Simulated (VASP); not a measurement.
Input of a VASP 6.6.1 run:

Contents of INCAR:

```
SYSTEM = Na
ALGO     = Normal         ! electronic algorithm
EDIFF    = 1E-6           ! SCF threshold, eV
ENCUT    = 520            ! plane-wave cutoff, eV
GGA      = RE             ! functional
ISIF     = 2              ! what is computed and relaxed
ISMEAR   = -1             ! smearing method
LASPH    = .True.         ! aspherical terms in the spheres
LCHARG   = .False.        ! write CHGCAR
LREAL    = .False.        ! projectors in reciprocal space
LWAVE    = .False.        ! write WAVECAR
NBANDS   = 14             ! bands
NELM     = 100            ! most SCF steps
PREC     = Accurate       ! precision mode
SIGMA    = 0.1            ! smearing width, eV
```

Contents of KPOINTS:

```
k-points
0
Gamma
  11 11 11
  0 0 0
```

File POSCAR:

```
Na
1.0
   -4.4361535561      4.4446266147      1.8295368465
    4.4446266147     -4.4361535561      1.8295368465
    2.3308989993      2.3308989993     -1.8140184242
Na
2
Direct
    0.0001156605      0.9998843395      1.0000000000
    0.7498843395      0.2501156605      0.5000000000
```

Potentials or basis: VASP PAW PBE potentials, release 64 (Na_pv).

Launch:

```console
$ cat potpaw_PBE.64/Na_pv/POTCAR > POTCAR
$ mpirun -np 1 vasp_std > vasp.out
```

Question: Predict the pressure.

Answer: 0.3 GPa.

Question: Predict the band gap on the k mesh.

Answer: Zero (bands 7 and 8 overlap by 3.80 eV).

Stress tensor (GPa, compression positive):
```
 0.36  0.06 -0.02
 0.06  0.36 -0.02
-0.02 -0.02  0.23
```

Caveat: the PAW data sets were made with another functional, which shifts forces and pressure a little.
